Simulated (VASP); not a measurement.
Set up this calculation in VASP 6.6.1, as the native input.

| Property | Result |
| --- | --- |
| Task | single point |
| Functional | PBE |
| Potentials or basis | VASP PAW PBE potentials, release 64 (Li_sv, Si) |
| Cutoff | 520 eV |
| k mesh | 6 × 6 × 4 |
| Occupations | gaussian, width 0.1 eV |
| Spin | no spin polarisation |
| Dipole correction | no |
| Further INCAR settings | ALGO = Fast; EDIFF = 1e-06; NBANDS = 16 |

The structure of Li3Si2 lies in POSCAR:

```
Li3Si2
1.0
    4.1534366966      0.0000000000      0.0000000000
   -2.0767183483      3.5969816923      0.0000000000
    0.0000000000      0.0000000000      5.3230309392
Li Si
3 2
Direct
    0.0000000000      0.0000000000      0.0000000000
    0.3333333333      0.6666666667      0.6307417789
    0.6666666667      0.3333333333      0.3692582211
    0.3333333333      0.6666666667      0.1279633395
    0.6666666667      0.3333333333      0.8720366605
```

One way to write it, as run:

INCAR

```
PREC = Accurate
ENCUT = 520
EDIFF = 1E-6
ISMEAR = 0
SIGMA = 0.1
LREAL = F
LASPH = T
NELM = 80
ALGO = Fast
ISIF = 2
LWAVE = F
LCHARG = F
GGA = PE
NBANDS = 16
```

KPOINTS

```
Automatic mesh
0
Gamma
  6 6 4
```

Potentials or basis: VASP PAW PBE potentials, release 64 (Li_sv, Si).

Launch:

```bash
$ cat potpaw_PBE.64/Li_sv/POTCAR potpaw_PBE.64/Si/POTCAR > POTCAR
$ mpirun -np 1 vasp_std > vasp.out
```

Results of the run:

```
Largest force          : 0.005 eV/Å
Band gap on the k mesh : zero (an odd number of electrons rules out a gap without spin polarisation)
```

It took 23 s on 1 thread of Intel(R) Xeon(R) 6975P-C (Granite Rapids), with other jobs on the host, peak memory 0.19 GiB.
